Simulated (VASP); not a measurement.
Crystal: Si.

```
Si
1.0
    -3.39067    3.39067    1.96009
     3.39067   -3.39067    1.96009
     3.39067    3.39067   -1.96009
Si
4
Direct
  0.82120 0.17880 0.00000
  0.17880 0.82120 0.00000
  0.82120 0.82120 0.64240
  0.17880 0.17880 0.35760
```

This cell differs from its parent crystal: volume scaled by 1.06.

Base run:

```yaml
Program: VASP 6.6.1
Functional: PBE
Potentials_or_basis: VASP PAW PBE potentials, release 64 (Si)
Cutoff: 520 eV
k_mesh: 8 × 8 × 8
Occupations: fermi-dirac, width 0.05 eV
Spin: no spin polarisation
```

Its results: band gap on the k mesh 0.26 eV, indirect (least direct gap 0.44 eV); pressure -3.2 GPa; largest force 0.086 eV/Å.

**Question.** The run is repeated on the same cell with these changes: functional from PBE to LDA; potentials or basis from VASP PAW PBE potentials, release 64 (Si) to VASP PAW LDA potentials, release 64 (Si). What comes out?

**Answer.** Band gap on the k mesh 0.15 eV, indirect (least direct gap 0.33 eV); pressure -6.0 GPa; largest force 0.096 eV/Å.

A k mesh can miss the band edges.
